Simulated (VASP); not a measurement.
# EuBe3 (Pm-3m) in VASP: a series of runs

EuBe3 is run at these levels: PBE; tasks: single point, relaxation of cell and atoms.

All numbers are computed with VASP 6.6.1; they aren't measurements. Logs are shortened: lines on timing, memory, paths and dates and some standing lists are left out, and cuts for length are marked.

## Step 1: The cell of the first run

The structure is cubic, space group Pm-3m (No. 221). Conventional cell: a = 3.714 Å, b = 3.714 Å, c = 3.714 Å, α = 90.00°, β = 90.00°, γ = 90.00°. Eu (site symmetry m-3m) has 12 Be at 2.63 Å within 3.5 Å. Be (site symmetry 4/mmm) has 4 Eu at 2.63 Å and 8 Be at 2.63 Å within 3.5 Å.

The cell was generated, and may not be a known phase.

## Step 2: Single point, PBE, collinear spin, ferromagnetic start

File INCAR:

```
SYSTEM = EuBe3
PREC = Accurate ; ENCUT = 520
EDIFF = 1E-7 ; ISMEAR = 0
SIGMA = 0.1 ; LREAL = .False.
LASPH = .True. ; NELM = 150
ALGO = Fast ; ISIF = 2
LWAVE = .False. ; LCHARG = .False.
ISPIN = 2 ; MAGMOM = 7 0 0 0
LORBIT = 11 ; LMAXMIX = 6
GGA = PE ; NBANDS = 24
```

File KPOINTS:

```
regular mesh
0
Gamma
  6 6 6
  0 0 0
```

File POSCAR:

```
EuBe3
1.0
    3.7137152000      0.0000000000      0.0000000000
    0.0000000000      3.7137152000      0.0000000000
    0.0000000000      0.0000000000      3.7137152000
Eu Be
1 3
Direct
    0.0000000000      0.0000000000      0.0000000000
    0.5000000000      0.0000000000      0.5000000000
    0.0000000000      0.5000000000      0.5000000000
    0.5000000000      0.5000000000      0.0000000000
```

Potentials or basis: VASP PAW PBE potentials, release 64 (Eu, Be).

Run with:

```bash
cat potpaw_PBE.64/Eu/POTCAR potpaw_PBE.64/Be/POTCAR > POTCAR
mpirun -np 1 vasp_std > vasp.out
```

OUTCAR:

```text
SYSTEM = EuBe3
   PREC = Accurate
   ENCUT = 520
   EDIFF = 1E-7
   ISMEAR = 0
   LREAL = .False.
   LASPH = .True.
   NELM = 150
   ISIF = 2
   ISPIN = 2
   LORBIT = 11
   GGA = PE

 ion  position               nearest neighbor table
   1  0.000  0.000  0.000-   2 2.63   3 2.63   4 2.63   2 2.63   3 2.63   3 2.63   4 2.63   3 2.63
                             2 2.63   4 2.63   2 2.63   4 2.63
   2  0.500  0.000  0.500-   1 2.63   1 2.63   1 2.63   1 2.63
   3  0.000  0.500  0.500-   1 2.63   1 2.63   1 2.63   1 2.63
   4  0.500  0.500  0.000-   1 2.63   1 2.63   1 2.63   1 2.63

  LATTYP: Found a simple cubic cell.
 ALAT       =     3.7137152000

  Lattice vectors:

 A1 = (   3.7137152000,   0.0000000000,   0.0000000000)
 A2 = (   0.0000000000,   3.7137152000,   0.0000000000)
 A3 = (   0.0000000000,   0.0000000000,   3.7137152000)

Analysis of symmetry for initial positions (statically):
=====================================================================
 Subroutine PRICEL returns:
 Original cell was already a primitive cell.

 Routine SETGRP: Setting up the symmetry group for a
 simple cubic supercell.

 Subroutine GETGRP returns: Found 48 space group operations
 (whereof 48 operations were pure point group operations)
 out of a pool of 48 trial point group operations.

The static configuration has the point symmetry O_h .

Analysis of symmetry for dynamics (positions and initial velocities):
=====================================================================
 Subroutine PRICEL returns:
 Original cell was already a primitive cell.

 Routine SETGRP: Setting up the symmetry group for a
 simple cubic supercell.

 Subroutine GETGRP returns: Found 48 space group operations
 (whereof 48 operations were pure point group operations)
 out of a pool of 48 trial point group operations.

The dynamic configuration has the point symmetry O_h .

Analysis of structural, dynamic, and magnetic symmetry:
=====================================================================
 Subroutine PRICEL returns:
 Original cell was already a primitive cell.

 Routine SETGRP: Setting up the symmetry group for a
 simple cubic supercell.

 Subroutine GETGRP returns: Found 48 space group operations
 (whereof 48 operations were pure point group operations)
[... 129 lines left out ...]
   IVDW    =     0    specifies the selected vdW correction
   LEPSILON=     F    determine dielectric tensor
   LRPA    =     F    only Hartree local field effects (RPA)
 spin polarized calculation
 RMM-DIIS sequential band-by-band and
 Gauss-broadening in eV      SIGMA  =   0.10
  energy-cutoff  :      520.00
  volume of cell :       51.22
 maximum number of plane-waves:      1409
 NGX is ok and might be reduce to    28
   NGX = 13   NGY = 13   NGZ = 13

 number of electron      22.9999998 magnetization      11.5217717

 number of electron      22.9999997 magnetization       7.2472517

 Free energy of the ion-electron system (eV)
  ---------------------------------------------------
  ext. energy  EPLUGINS =         0.00000000
  ---------------------------------------------------
  free energy    TOTEN  =       -18.79246331 eV

  energy without entropy =      -18.76656755  energy(sigma->0) =      -18.77951543

 E-fermi :   4.3976     XC(G=0): -10.7952

 val. band max:        4.3832638326   @ k =   0.5000   0.1667   0.1667
 cond. band min:       4.4045891916   @ k =   0.3333   0.1667   0.1667
 fundamental gap:      0.0213253590
 Fermi energy:         4.3976103487

 spin component 1

 k-point     1 :       0.0000    0.0000    0.0000
  band No.  band energies     occupation
      1     -36.0828      1.00000
      2     -14.7409      1.00000
      3     -14.7409      1.00000
      4     -14.7409      1.00000
      5      -3.0621      1.00000
      6       3.1627      1.00000
[... 509 lines left out ...]
     22      15.4384      0.00000
     23      15.4403      0.00000
 Fermi energy:         4.3976103487

 spin component 2

 k-point     1 :       0.0000    0.0000    0.0000
  band No.  band energies     occupation
      1     -33.1363      1.00000
      2     -12.6065      1.00000
      3     -12.6065      1.00000
      4     -12.6065      1.00000
      5      -2.6109      1.00000
      6       3.9659      1.00000
[... 509 lines left out ...]
     22      16.0374      0.00000
     23      16.0374      0.00000
 [bands above 23 left out]

------------------------ aborting loop because EDIFF is reached ----------------------------------------

  FORCE on cell =-STRESS in cart. coord.  units (eV):
  Direction    XX          YY          ZZ          XY          YZ          ZX
  --------------------------------------------------------------------------------------
  -------------------------------------------------------------------------------------
  Total        6.4129058      6.4129058      6.4129058     -0.0000000     -0.0000000      0.0000000
  in kB      200.6040327    200.6040327    200.6040327     -0.0000000     -0.0000000      0.0000000
  external PRESSURE =     200.6040327 kB  Pullay stress =       0.0000000 kB

 VOLUME and BASIS-vectors are now :
 -----------------------------------------------------------------------------
  energy-cutoff  :      520.00
  volume of cell :       51.22
      direct lattice vectors                 reciprocal lattice vectors
     3.713715200  0.000000000  0.000000000     0.269272129  0.000000000  0.000000000
     0.000000000  3.713715200  0.000000000     0.000000000  0.269272129  0.000000000
     0.000000000  0.000000000  3.713715200     0.000000000  0.000000000  0.269272129

 POSITION                                       TOTAL-FORCE (eV/Angst)
 -----------------------------------------------------------------------------------
      0.00000      0.00000      0.00000         0.000000      0.000000      0.000000
      1.85686      0.00000      1.85686         0.000000      0.000000      0.000000
      0.00000      1.85686      1.85686         0.000000      0.000000      0.000000
      1.85686      1.85686      0.00000         0.000000      0.000000      0.000000
 -----------------------------------------------------------------------------------
    total drift:                               -0.000000     -0.000000     -0.000000

  FREE ENERGIE OF THE ION-ELECTRON SYSTEM (eV)
  ---------------------------------------------------
  free  energy   TOTEN  =       -18.7924633052 eV

  energy  without entropy=      -18.7665675510  energy(sigma->0) =      -18.77951543

 total charge

# of ion       s       p       d       f       tot
--------------------------------------------------
    1        2.091   5.730   0.937   6.290  15.048
    2        0.494   0.485   0.000   0.000   0.979
    3        0.494   0.485   0.000   0.000   0.979
    4        0.494   0.485   0.000   0.000   0.979
--------------------------------------------------
tot          3.573   7.184   0.937   6.290  17.984

 magnetization (x)

# of ion       s       p       d       f       tot
--------------------------------------------------
    1       -0.003  -0.053   0.236   6.248   6.428
    2        0.001   0.073   0.000   0.000   0.074
    3        0.001   0.073   0.000   0.000   0.074
    4        0.001   0.073   0.000   0.000   0.074
--------------------------------------------------
tot         -0.001   0.166   0.236   6.248   6.648
```

stdout:

```text
POSCAR found type information on POSCAR EuBe
 POSCAR found :  2 types and       4 ions
 scaLAPACK will be used
 LDA part: xc-table for (Slater+PW92), standard interpolation
 POSCAR, INCAR and KPOINTS ok, starting setup
 FFT: planning ... GRIDC
 FFT: planning ... GRID_SOFT
 FFT: planning ... GRID
[... 104 lines left out ...]
WARNING in EDDRMM: call to ZHEGV failed, returncode =   8  4      3
WARNING in EDDRMM: call to ZHEGV failed, returncode =   8  4      2
WARNING in EDDRMM: call to ZHEGV failed, returncode =   8  4      2
WARNING in EDDRMM: call to ZHEGV failed, returncode =   8  4      3
WARNING in EDDRMM: call to ZHEGV failed, returncode =   8  4      4
WARNING in EDDRMM: call to ZHEGV failed, returncode =   8  4      2
WARNING in EDDRMM: call to ZHEGV failed, returncode =   8  4      4
WARNING in EDDRMM: call to ZHEGV failed, returncode =   8  4      2
WARNING in EDDRMM: call to ZHEGV failed, returncode =   8  4      3
WARNING in EDDRMM: call to ZHEGV failed, returncode =   8  4      3
WARNING
```

It took 5.8 min on 1 thread of Intel Xeon Platinum 8175M at 2.50GHz (Skylake/Cascade Lake), shared host; peak memory 0.2 GiB.

Results:

| Quantity | Value |
| --- | --- |
| Free energy | -18.7925 eV |
| Pressure | 20.1 GPa |
| Net moment | 7.25 μB per cell |
| Site moments | Eu +6.43; Be +0.07 μB |
| Valence electrons inside the program's atomic spheres | Eu 15.05; Be 0.98 |

Levels at points of the mesh, in eV from the Fermi level:
Spin up:
| k point | band 13 | band 14 | band 15 | band 16 | band 17 | band 18 |
| --- | --- | --- | --- | --- | --- | --- |
| (0.00, 0.00, 0.00) | -0.64 | 1.32 | 1.36 | 1.38 | 4.53 | 4.53 |
| (0.50, 0.00, 0.00) | -0.49 | -0.36 | -0.31 | -0.31 | 4.47 | 4.47 |
| (0.50, 0.50, 0.00) | -0.33 | -0.33 | -0.28 | 0.41 | 0.41 | 4.13 |
| (0.50, 0.50, 0.50) | -0.44 | -0.44 | 0.02 | 1.26 | 1.55 | 1.56 |
Spin down:
| k point | band 4 | band 5 | band 6 | band 7 | band 8 | band 9 | band 10 | band 11 | band 12 | band 13 |
| --- | --- | --- | --- | --- | --- | --- | --- | --- | --- | --- |
| (0.00, 0.00, 0.00) | -17.00 | -7.01 | -0.43 | -0.43 | 0.84 | 0.84 | 0.84 | 3.44 | 3.44 | 3.44 |
| (0.50, 0.00, 0.00) | -16.92 | -4.46 | -4.05 | -0.34 | -0.34 | -0.29 | 3.09 | 3.17 | 3.17 | 3.76 |
| (0.50, 0.50, 0.00) | -16.84 | -4.83 | -2.35 | -0.74 | -0.74 | 1.09 | 1.09 | 2.99 | 3.65 | 3.65 |
| (0.50, 0.50, 0.50) | -17.46 | -2.87 | -2.19 | -2.19 | -2.19 | 1.23 | 1.23 | 1.23 | 4.20 | 4.20 |

Caveat: the cell stands under pressure; spin-orbit coupling is left out, which moves the levels of the heavy elements; semilocal functionals describe open f shells poorly, which spoils levels, moments and volumes. The state reached can hang on the start; a lower one may exist.

## Step 3: Single point, PBE, collinear spin, ferromagnetic start

This run uses another cell than the first one, of 16.51 Å³/atom.

File INCAR:

```
PREC = Accurate
ENCUT = 520
EDIFF = 1E-6
ISMEAR = 0
SIGMA = 0.1
LREAL = False
LASPH = True
NELM = 150
ALGO = Normal
ISIF = 2
LWAVE = False
LCHARG = False
ISPIN = 2
MAGMOM = 7 0 0 0
LORBIT = 11
LMAXMIX = 6
GGA = PE
NBANDS = 24
```

File KPOINTS:

```
Automatic mesh
0
Gamma
  6 6 6
```

File POSCAR:

```
EuBe3
1.0
    4.0423774171      0.0000000000      0.0000000000
    0.0000000000      4.0423774171      0.0000000000
    0.0000000000      0.0000000000      4.0423774171
Eu Be
1 3
Direct
    0.0000000000      0.0000000000      0.0000000000
    0.5000000000      0.0000000000      0.5000000000
    0.0000000000      0.5000000000      0.5000000000
    0.5000000000      0.5000000000      0.0000000000
```

Potentials or basis: VASP PAW PBE potentials, release 64 (Eu, Be).

Run with:

```bash
cat potpaw_PBE.64/Eu/POTCAR potpaw_PBE.64/Be/POTCAR > POTCAR
mpirun -np 1 vasp_std > vasp.out
```

OUTCAR:

```text
PREC = Accurate
   ENCUT = 520
   EDIFF = 1E-6
   ISMEAR = 0
   LREAL = False
   LASPH = True
   NELM = 150
   ISIF = 2
   ISPIN = 2
   LORBIT = 11
   GGA = PE

 ion  position               nearest neighbor table
   1  0.000  0.000  0.000-   2 2.86   3 2.86   4 2.86   2 2.86   3 2.86   3 2.86   4 2.86   3 2.86
                             2 2.86   4 2.86   2 2.86   4 2.86
   2  0.500  0.000  0.500-   1 2.86   1 2.86   1 2.86   1 2.86
   3  0.000  0.500  0.500-   1 2.86   1 2.86   1 2.86   1 2.86
   4  0.500  0.500  0.000-   1 2.86   1 2.86   1 2.86   1 2.86

  LATTYP: Found a simple cubic cell.
 ALAT       =     4.0423774171

  Lattice vectors:

 A1 = (   4.0423774171,   0.0000000000,   0.0000000000)
 A2 = (   0.0000000000,   4.0423774171,   0.0000000000)
 A3 = (   0.0000000000,   0.0000000000,   4.0423774171)

Analysis of symmetry for initial positions (statically):
=====================================================================
 Subroutine PRICEL returns:
 Original cell was already a primitive cell.

 Routine SETGRP: Setting up the symmetry group for a
 simple cubic supercell.

 Subroutine GETGRP returns: Found 48 space group operations
 (whereof 48 operations were pure point group operations)
 out of a pool of 48 trial point group operations.

The static configuration has the point symmetry O_h .

Analysis of symmetry for dynamics (positions and initial velocities):
=====================================================================
 Subroutine PRICEL returns:
 Original cell was already a primitive cell.

 Routine SETGRP: Setting up the symmetry group for a
 simple cubic supercell.

 Subroutine GETGRP returns: Found 48 space group operations
 (whereof 48 operations were pure point group operations)
 out of a pool of 48 trial point group operations.

The dynamic configuration has the point symmetry O_h .

Analysis of structural, dynamic, and magnetic symmetry:
[... 164 lines left out ...]
 fundamental gap:      0.0203513831
 Fermi energy:         2.9793567101

 spin component 1

 k-point     1 :       0.0000    0.0000    0.0000
  band No.  band energies     occupation
      1     -37.7208      1.00000
      2     -16.3847      1.00000
      3     -16.3847      1.00000
      4     -16.3847      1.00000
      5      -3.8659      1.00000
      6       1.9735      1.00000
[... 509 lines left out ...]
     22      11.9212      0.00000
     23      11.9212      0.00000
 Fermi energy:         2.9793567101

 spin component 2

 k-point     1 :       0.0000    0.0000    0.0000
  band No.  band energies     occupation
      1     -34.6962      1.00000
      2     -14.1678      1.00000
      3     -14.1678      1.00000
      4     -14.1678      1.00000
      5      -3.3946      1.00000
      6       2.8019      0.99395
[... 509 lines left out ...]
     22      12.6008      0.00000
     23      12.6008      0.00000
 [bands above 23 left out]

------------------------ aborting loop because EDIFF is reached ----------------------------------------

  FORCE on cell =-STRESS in cart. coord.  units (eV):
  Direction    XX          YY          ZZ          XY          YZ          ZX
  --------------------------------------------------------------------------------------
  -------------------------------------------------------------------------------------
  Total       -0.0185963     -0.0185963     -0.0185963      0.0000000     -0.0000000      0.0000000
  in kB       -0.4510529     -0.4510529     -0.4510529      0.0000000     -0.0000000      0.0000000
  external PRESSURE =      -0.4510529 kB  Pullay stress =       0.0000000 kB

 VOLUME and BASIS-vectors are now :
 -----------------------------------------------------------------------------
  energy-cutoff  :      520.00
  volume of cell :       66.06
      direct lattice vectors                 reciprocal lattice vectors
     4.042377417  0.000000000  0.000000000     0.247379177  0.000000000  0.000000000
     0.000000000  4.042377417  0.000000000     0.000000000  0.247379177  0.000000000
     0.000000000  0.000000000  4.042377417     0.000000000  0.000000000  0.247379177

 POSITION                                       TOTAL-FORCE (eV/Angst)
 -----------------------------------------------------------------------------------
      0.00000      0.00000      0.00000         0.000000      0.000000      0.000000
      2.02119      0.00000      2.02119         0.000000      0.000000      0.000000
      0.00000      2.02119      2.02119         0.000000      0.000000      0.000000
      2.02119      2.02119      0.00000         0.000000      0.000000      0.000000
 -----------------------------------------------------------------------------------
    total drift:                                0.000000     -0.000000     -0.000000

  FREE ENERGIE OF THE ION-ELECTRON SYSTEM (eV)
  ---------------------------------------------------
  free  energy   TOTEN  =       -19.5778641223 eV

  energy  without entropy=      -19.5547845606  energy(sigma->0) =      -19.56632434

 total charge

# of ion       s       p       d       f       tot
--------------------------------------------------
    1        2.066   5.740   0.617   6.379  14.802
    2        0.452   0.376   0.000   0.000   0.828
    3        0.452   0.376   0.000   0.000   0.828
    4        0.452   0.376   0.000   0.000   0.828
--------------------------------------------------
tot          3.422   6.869   0.617   6.379  17.286

 magnetization (x)

# of ion       s       p       d       f       tot
--------------------------------------------------
    1       -0.007  -0.068   0.234   6.356   6.514
    2       -0.003   0.081   0.000   0.000   0.078
    3       -0.003   0.081   0.000   0.000   0.078
    4       -0.003   0.081   0.000   0.000   0.078
--------------------------------------------------
tot         -0.018   0.175   0.234   6.356   6.746
```

stdout:

```text
POSCAR found type information on POSCAR EuBe
 POSCAR found :  2 types and       4 ions
 scaLAPACK will be used
 LDA part: xc-table for (Slater+PW92), standard interpolation
 POSCAR, INCAR and KPOINTS ok, starting setup
 FFT: planning ... GRIDC
 FFT: planning ... GRID_SOFT
 FFT: planning ... GRID
 WAVECAR not read
 entering main loop
```

Run time: 4.6 min. Hardware: 1 thread of Intel Xeon Platinum 8175M at 2.50GHz (Skylake/Cascade Lake), shared host; peak memory 0.23 GiB.

What came out:

```yaml
Free_energy: -19.5779 eV
Pressure: 0.0 GPa
Net_moment: 7.62 μB per cell
Site_moments: Eu +6.51; Be +0.08 μB
Valence_electrons_inside_the_program's_atomic_spheres: Eu 14.80; Be 0.83
```

Caveat: spin-orbit coupling is left out, which moves the levels of the heavy elements; semilocal functionals describe open f shells poorly, which spoils levels, moments and volumes. The state reached can hang on the start; a lower one may exist.

(Continued in part 2 of 2.)
